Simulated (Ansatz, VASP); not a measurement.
## SnTe5 in VASP and in Ansatz

```
Sn Te
1.0
     3.37270    1.94723    6.35272
    -3.37270    1.94723    6.35272
     0.00000   -3.89446    6.35272
Sn Te
1 5
Cartesian
  0.0000 0.0000 9.5291
  1.1460 -1.9095 6.3527
  0.0000 0.0000 15.8811
  -2.2267 -0.0377 6.3527
  1.0807 1.9472 6.3527
  0.0000 0.0000 3.1770
```

Change from the starting cell: species swapped into the Mg5Zn type (R32, No. 155).

Alike in both runs: task single point; functional PBE; k mesh 3 × 3 × 3; occupations gaussian, width 0.1 eV; no spin polarisation.

```csv
,VASP,Ansatz
version,VASP 6.6.1,Ansatz 0.2.0
potentials or method,"VASP PAW PBE potentials, release 64 (Sn_d, Te), cutoff 520 eV","scalar-relativistic, plane waves, PAW"
valence electrons in the cell,44,94
```

|  | VASP | Ansatz | Ansatz less VASP |
| --- | --- | --- | --- |
| gap on the k mesh at the Fermi level (eV) | none | none | - |
| pressure (GPa) | -7.5 | -7.5 | +0.02 |
| traceless stress, the component that is largest in VASP (GPa) | -1.32 | -1.32 | 0.000 |
| rms of the force components (eV/Å) | 0.107 | 0.107 | 0.0000 |

Atom by atom the forces differ by 0.000 eV/Å (rms over components). A gap of «none» marks a metal or a gap that the smearing closes. VASP's potentials hold 44 valence electrons a cell and Ansatz's 94, so a difference there can come from the potentials and not from the codes.

The k mesh is coarse, so the values compare programs but aren't converged. Neither program's run includes spin-orbit coupling.
